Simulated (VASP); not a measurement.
**AlRu: single point with PBEsol**

The system is AlRu.

```
CELL_PARAMETERS angstrom
3.14866 0.00000 0.00000
0.00000 2.99160 0.00000
0.00000 0.00000 2.99160
ATOMIC_POSITIONS crystal
Al 0.00000 0.00000 0.00000
Ru 0.50000 0.50000 0.50000
```

This cell differs from its parent crystal: strain +0.0525 x Voigt [1, 0, 0, 0, 0, 0].

- Program: VASP 6.6.1
- Task: single point
- Functional: PBEsol
- Potentials or basis: VASP PAW PBE potentials, release 64 (Al, Ru_pv)
- Cutoff: 520 eV
- k mesh: 16 × 16 × 16
- Occupations: gaussian, width 0.15 eV
- Spin: no spin polarisation
- Dipole correction: no
- Further INCAR settings: ALGO = Fast; EDIFF = 1e-07; NBANDS = 16

* Pressure: -12.3 GPa
* Band gap on the k mesh: zero (an odd number of electrons rules out a gap without spin polarisation)

Stress tensor (GPa, compression positive):
```
-17.08   0.00   0.00
  0.00  -9.94   0.00
  0.00   0.00  -9.94
```

Levels at points of the mesh, in eV from the Fermi level:
| k point | band 7 | band 8 | band 9 | band 10 | band 11 | band 12 |
| --- | --- | --- | --- | --- | --- | --- |
| (0.00, 0.00, 0.00) | 0.07 | 0.07 | 0.35 | 4.83 | 6.31 | 6.31 |
| (0.50, 0.00, 0.00) | -1.32 | -1.32 | 0.52 | 1.52 | 7.50 | 11.13 |
| (0.00, 0.50, 0.00) | -1.89 | -1.34 | 0.33 | 2.35 | 7.38 | 9.87 |
| (0.50, 0.50, 0.00) | -1.28 | -1.02 | -0.87 | 1.24 | 4.76 | 5.62 |
| (0.00, 0.50, 0.50) | -1.37 | -1.17 | -1.17 | 1.59 | 5.36 | 5.91 |
| (0.50, 0.50, 0.50) | 1.28 | 1.65 | 2.28 | 3.78 | 4.06 | 4.06 |

Wall time 2.6 min on 1 thread of Intel Xeon 8259CL (shared host), peak memory 0.28 GiB.

Caveat: the cell differs from its parent crystal (strain +0.0525 x Voigt [1, 0, 0, 0, 0, 0]); the stress differs along the axes, from -17 to -10 GPa; the PAW data sets were made with another functional, which shifts forces and pressure a little.
